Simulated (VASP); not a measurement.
Here is a VASP 6.6.1 calculation.

POSCAR

```
Ba
1.0
    4.2311349437      0.0000000000      0.0000000000
    0.0000000000      4.2311349437      0.0000000000
    0.0000000000      0.0000000000      3.9177175405
Ba
1
Direct
    0.0000000000      0.0000000000      0.0000000000
```

File INCAR.step1:

```
SYSTEM = Ba
PREC = Accurate
ENCUT = 520
ISMEAR = 0
SIGMA = 0.15
LREAL = .False.
LASPH = .True.
NELM = 80
NBANDS = 11
GGA = PE
ALGO = Normal
EDIFF = 1E-4
LWAVE = .True.
LCHARG = .False.
```

The input INCAR.step2:

```
SYSTEM = Ba
PREC = Accurate
ENCUT = 520
EDIFF = 1E-6
ISMEAR = 0
SIGMA = 0.15
LREAL = .False.
LASPH = .True.
NELM = 80
ALGO = Normal
ISIF = 2
LWAVE = .False.
LCHARG = .False.
METAGGA = R2SCAN
LMIXTAU = .True.
NBANDS = 11
ISTART = 1
```

KPOINTS

```
regular mesh
0
Gamma
  12 12 12
  0 0 0
```

Potentials or basis: VASP PAW PBE potentials, release 64 (Ba_sv).

Launch:

```bash
$ cat potpaw_PBE.64/Ba_sv/POTCAR > POTCAR
$ cp INCAR.step1 INCAR
$ mpirun -np 1 vasp_std > vasp.out
$ cp INCAR.step2 INCAR
$ mpirun -np 1 vasp_std > vasp.out
```

Task: Estimate the band gap on the k mesh.

Result: Zero (bands 5 and 6 overlap by 0.22 eV).

Task: Estimate the pressure.

Result: -0.8 GPa.

Stress tensor (GPa, compression positive):
```
-1.56  0.00  0.00
 0.00 -1.56  0.00
 0.00  0.00  0.61
```

Caveat: the cell differs from its parent crystal (strain +0.080 along x and y, +0.000 along z); the PAW data sets were made with another functional, which shifts forces and pressure a little; spin-orbit coupling is left out, which moves the levels of the heavy elements.
